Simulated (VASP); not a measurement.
# AlAs (F-43m) in VASP: a series of runs, part 2 of 2

VASP 6.6.1.

## 4. Single point, LDA

This run uses another cell than the first one, of 22.67 Å³/atom, 1.087 times its volume.

Input file INCAR:

```
ALGO = Normal ; EDIFF = 1E-6
ENCUT = 500 ; GGA = CA
GGA_COMPAT = F ; ISIF = 2
ISMEAR = 0 ; LASPH = T
LCHARG = F ; LREAL = F
LWAVE = F ; NBANDS = 11
NELM = 120 ; PREC = Accurate
SIGMA = 0.01
```

Input file KPOINTS:

```
k-points
0
Gamma
  6 6 6
```

Input file POSCAR:

```
AlAs
1.0
    0.0000000000      2.8304000000      2.8304000000
    2.8304000000      0.0000000000      2.8304000000
    2.8304000000      2.8304000000      0.0000000000
Al As
1 1
Direct
    0.0000000000      0.0000000000      0.0000000000
    0.2500000000      0.2500000000      0.2500000000
```

Potentials or basis: VASP PAW LDA potentials, release 64 (Al, As).

The run is started by

```sh
$ cat potpaw_LDA.64/Al/POTCAR potpaw_LDA.64/As/POTCAR > POTCAR
$ mpirun -np 1 vasp_std > vasp.out
```

OUTCAR:

```text
EDIFF = 1E-6
   ENCUT = 500
   GGA = CA
   ISIF = 2
   ISMEAR = 0
   LASPH = T
   LREAL = F
   NELM = 120
   PREC = Accurate

 ion  position               nearest neighbor table
   1  0.000  0.000  0.000-   2 2.45   2 2.45   2 2.45   2 2.45
   2  0.250  0.250  0.250-   1 2.45   1 2.45   1 2.45   1 2.45

  LATTYP: Found a face centered cubic cell.
 ALAT       =     5.6608000000

  Lattice vectors:

 A1 = (   0.0000000000,   2.8304000000,   2.8304000000)
 A2 = (   2.8304000000,   0.0000000000,   2.8304000000)
 A3 = (   2.8304000000,   2.8304000000,   0.0000000000)

Analysis of symmetry for initial positions (statically):
=====================================================================
 Subroutine PRICEL returns:
 Original cell was already a primitive cell.

 Routine SETGRP: Setting up the symmetry group for a
 face centered cubic supercell.

 Subroutine GETGRP returns: Found 24 space group operations
 (whereof 24 operations were pure point group operations)
 out of a pool of 48 trial point group operations.

The static configuration has the point symmetry T_d .

Analysis of symmetry for dynamics (positions and initial velocities):
=====================================================================
 Subroutine PRICEL returns:
 Original cell was already a primitive cell.

 Routine SETGRP: Setting up the symmetry group for a
 face centered cubic supercell.

 Subroutine GETGRP returns: Found 24 space group operations
 (whereof 24 operations were pure point group operations)
 out of a pool of 48 trial point group operations.

The dynamic configuration has the point symmetry T_d .

 Subroutine INISYM returns: Found 24 space group operations
 (whereof 24 operations are pure point group operations),
 and found     1 'primitive' translations

----------------------------------------------------------------------------------------

                                     Primitive cell

  volume of cell :      45.3496

[... 106 lines left out ...]
   AEXX    =    0.0000 exact exchange contribution
   IVDW    =     0    specifies the selected vdW correction
   LEPSILON=     F    determine dielectric tensor
   LRPA    =     F    only Hartree local field effects (RPA)
 non-spin polarized calculation
 Gauss-broadening in eV      SIGMA  =   0.01
  energy-cutoff  :      500.00
  volume of cell :       45.35
 maximum number of plane-waves:      1167
 NGX is ok and might be reduce to    30
   NGX = 15   NGY = 15   NGZ = 15

 number of electron       8.0000000 magnetization

 Free energy of the ion-electron system (eV)
  ---------------------------------------------------
  ext. energy  EPLUGINS =         0.00000000
  ---------------------------------------------------
  free energy    TOTEN  =       -10.50122622 eV

  energy without entropy =      -10.50122622  energy(sigma->0) =      -10.50122622

 E-fermi :   3.9000     XC(G=0):  -9.2773

 val. band max:        3.7878249914   @ k =   0.0000   0.0000   0.0000
 cond. band min:       5.1211027390   @ k =   0.5000   0.5000   0.0000
 fundamental gap:      1.3332777477
 Fermi energy:         3.8999517834

 k-point     1 :       0.0000    0.0000    0.0000
  band No.  band energies     occupation
      1      -8.1069      2.00000
      2       3.7878      2.00000
      3       3.7878      2.00000
      4       3.7878      2.00000
      5       5.6688      0.00000
      6       8.0290      0.00000
      7       8.0290      0.00000
      8       8.0290      0.00000
      9      12.4095      0.00000
     10      12.8175      0.00000
     11      12.8175      0.00000
[... 197 lines left out ...]
 k-point    16 :      -0.3333    0.5000    0.1667
  band No.  band energies     occupation
      1      -6.1203      2.00000
      2      -1.4228      2.00000
      3       0.8297      2.00000
      4       1.0792      2.00000
      5       6.8722      0.00000
      6       7.8161      0.00000
      7      10.8186      0.00000
      8      11.5235      0.00000
      9      14.2516      0.00000
     10      16.0318      0.00000
     11      16.2485      0.00000

------------------------ aborting loop because EDIFF is reached ----------------------------------------

  FORCE on cell =-STRESS in cart. coord.  units (eV):
  Direction    XX          YY          ZZ          XY          YZ          ZX
  --------------------------------------------------------------------------------------
  -------------------------------------------------------------------------------------
  Total       -0.2517273     -0.2517273     -0.2517273      0.0000000      0.0000000     -0.0000000
  in kB       -8.8933924     -8.8933924     -8.8933924      0.0000000      0.0000000     -0.0000000
  external PRESSURE =      -8.8933924 kB  Pullay stress =       0.0000000 kB

 VOLUME and BASIS-vectors are now :
 -----------------------------------------------------------------------------
  energy-cutoff  :      500.00
  volume of cell :       45.35
      direct lattice vectors                 reciprocal lattice vectors
     0.000000000  2.830400000  2.830400000    -0.176653477  0.176653477  0.176653477
     2.830400000  0.000000000  2.830400000     0.176653477 -0.176653477  0.176653477
     2.830400000  2.830400000  0.000000000     0.176653477  0.176653477 -0.176653477

 POSITION                                       TOTAL-FORCE (eV/Angst)
 -----------------------------------------------------------------------------------
      0.00000      0.00000      0.00000         0.000000      0.000000      0.000000
      1.41520      1.41520      1.41520        -0.000000     -0.000000     -0.000000
 -----------------------------------------------------------------------------------
    total drift:                               -0.000000     -0.000000     -0.000000

  FREE ENERGIE OF THE ION-ELECTRON SYSTEM (eV)
  ---------------------------------------------------
  free  energy   TOTEN  =       -10.5012262199 eV

  energy  without entropy=      -10.5012262199  energy(sigma->0) =      -10.50122622
```

OSZICAR:

```text
N       E                     dE             d eps       ncg     rms          rms(c)
DAV:   1     0.123480478048E+02    0.12348E+02   -0.27956E+03   352   0.512E+02
DAV:   2    -0.985024594487E+01   -0.22198E+02   -0.21442E+02   434   0.912E+01
DAV:   3    -0.108148725154E+02   -0.96463E+00   -0.96346E+00   451   0.178E+01
DAV:   4    -0.108212512255E+02   -0.63787E-02   -0.63782E-02   411   0.180E+00
DAV:   5    -0.108213301056E+02   -0.78880E-04   -0.78880E-04   435   0.189E-01    0.337E+00
DAV:   6    -0.105620892402E+02    0.25924E+00   -0.41584E-01   385   0.231E+00    0.190E+00
DAV:   7    -0.105048680243E+02    0.57221E-01   -0.18723E-01   388   0.164E+00    0.659E-01
DAV:   8    -0.105012575999E+02    0.36104E-02   -0.13426E-02   406   0.535E-01    0.916E-02
DAV:   9    -0.105012130513E+02    0.44549E-04   -0.78109E-04   409   0.140E-01    0.405E-02
DAV:  10    -0.105012241308E+02   -0.11080E-04   -0.29397E-05   405   0.288E-02    0.138E-02
DAV:  11    -0.105012267188E+02   -0.25879E-05   -0.68616E-06   403   0.120E-02    0.703E-03
DAV:  12    -0.105012262199E+02    0.49884E-06   -0.17783E-06   238   0.525E-03
   1 F= -.10501226E+02 E0= -.10501226E+02  d E =-.196170E-58
```

stdout:

```text
POSCAR found type information on POSCAR AlAs
 POSCAR found :  2 types and       2 ions
 scaLAPACK will be used
 LDA part: xc-table for (Slater(with rela. corr.)+CA(PZ))
 , standard interpolation
 POSCAR, INCAR and KPOINTS ok, starting setup
 FFT: planning ... GRIDC
 FFT: planning ... GRID_SOFT
 FFT: planning ... GRID
 WAVECAR not read
 entering main loop
```

Wall time 11 s (1 thread of AMD EPYC 7R13 (Zen 3), shared host); peak memory 0.11 GiB.

What came out:

- Free energy: -10.5012 eV
- Pressure: -0.9 GPa
- Band gap on the k mesh: 1.33 eV, indirect (least direct gap 1.88 eV)

A k mesh can miss the band edges.

## 5. Single point, LDA

This run uses another cell than the first one, of 23.58 Å³/atom, 1.130 times its volume.

Input file INCAR:

```
PREC = Accurate ; ENCUT = 500
EDIFF = 1E-6 ; ISMEAR = 0
SIGMA = 0.01 ; LREAL = F
LASPH = T ; NELM = 120
ALGO = Normal ; ISIF = 2
LWAVE = F ; LCHARG = T
GGA = CA ; LELF = T
LVHAR = T ; NBANDS = 11
GGA_COMPAT = F
```

Input file KPOINTS:

```
Automatic mesh
0
Gamma
  6 6 6
```

Input file POSCAR:

```
AlAs
1.0
    0.0000000000      2.8676463766      2.8676463766
    2.8676463766      0.0000000000      2.8676463766
    2.8676463766      2.8676463766      0.0000000000
Al As
1 1
Direct
    0.0000000000      0.0000000000      0.0000000000
    0.2500000000      0.2500000000      0.2500000000
```

The run is started by

```sh
$ cat potpaw_LDA.64/Al/POTCAR potpaw_LDA.64/As/POTCAR > POTCAR
$ mpirun -np 1 vasp_std > vasp.out
```

It took 11 s on 1 thread of AMD EPYC 7R13 (Zen 3), shared host; peak memory 0.11 GiB.

The run converged. Its results:

* Free energy: -10.4760 eV
* Pressure: -3.5 GPa
* Band gap on the k mesh: 1.40 eV, indirect (least direct gap 1.58 eV)

Levels at points of the mesh, in eV from the valence-band top:
| k point | band 1 | band 2 | band 3 | band 4 | band 5 | band 6 | band 7 | band 8 |
| --- | --- | --- | --- | --- | --- | --- | --- | --- |
| (0.00, 0.00, 0.00) | -11.68 | 0.00 | 0.00 | 0.00 | 1.58 | 4.17 | 4.17 | 4.17 |
| (0.50, 0.00, 0.00) | -10.35 | -5.43 | -0.80 | -0.80 | 1.87 | 4.60 | 4.60 | 7.50 |
| (0.50, 0.50, 0.00) | -9.85 | -5.32 | -2.09 | -2.09 | 1.40 | 2.19 | 9.90 | 9.90 |

## 6. Single point, LDA

This run uses another cell than the first one, of 24.49 Å³/atom, 1.174 times its volume.

Input file INCAR:

```
SYSTEM = AlAs
ALGO = Normal
EDIFF = 1E-6
ENCUT = 500
GGA_COMPAT = .FALSE.
ISIF = 2
ISMEAR = 0
LASPH = .TRUE.
LCHARG = .FALSE.
LREAL = .FALSE.
LWAVE = .FALSE.
NBANDS = 11
NELM = 120
PREC = Accurate
SIGMA = 0.01
```

Input file KPOINTS:

```
k-points
0
G
  6 6 6
  0 0 0
```

Input file POSCAR:

```
AlAs
1.0
    0.0000000000      2.9039495517      2.9039495517
    2.9039495517      0.0000000000      2.9039495517
    2.9039495517      2.9039495517      0.0000000000
Al As
1 1
Direct
    0.0000000000      0.0000000000      0.0000000000
    0.2500000000      0.2500000000      0.2500000000
```

Potentials or basis: VASP PAW LDA potentials, release 64 (Al, As).

The run is started by

```sh
$ cat potpaw_LDA.64/Al/POTCAR potpaw_LDA.64/As/POTCAR > POTCAR
$ mpirun -np 1 vasp_std > vasp.out
```

It took 9.9 s on 1 thread of AMD EPYC 7R13 (Zen 3), shared host; peak memory 0.11 GiB.

It converged, with:

* Free energy: -10.4244 eV
* Pressure: -5.6 GPa
* Band gap on the k mesh: 1.29 eV, direct

Levels at points of the mesh, in eV from the valence-band top:
```
           k point  band 1  band 2  band 3  band 4  band 5  band 6  band 7  band 8  band 9
(0.00, 0.00, 0.00)  -11.49    0.00    0.00    0.00    1.29    4.11    4.11    4.11    8.21
(0.50, 0.00, 0.00)  -10.24   -5.27   -0.77   -0.77    1.74    4.57    4.57    7.42   10.36
(0.50, 0.50, 0.00)   -9.77   -5.20   -2.01   -2.01    1.45    2.18    9.61    9.61   10.76
```

## 7. The runs side by side

| cell | gap on the mesh (eV) | pressure (GPa) |
| --- | --- | --- |
| a = 3.893 Å, angles 60.0°, 2 atoms | 1.18 | 6.3 |
| a = 3.949 Å, angles 60.0°, 2 atoms | 1.26 | 2.3 |
| a = 4.003 Å, angles 60.0°, 2 atoms | 1.33 | -0.9 |
| a = 4.055 Å, angles 60.0°, 2 atoms | 1.40 | -3.5 |
| a = 4.107 Å, angles 60.0°, 2 atoms | 1.29 | -5.6 |

Alike in all rows: task single point; level LDA; potentials or basis VASP PAW LDA potentials, release 64 (Al, As); no spin polarisation; k mesh 6 × 6 × 6; cutoff (eV) 500; smearing gaussian 0.01 eV.

Absolute energies hang on the potentials; compare differences alone.
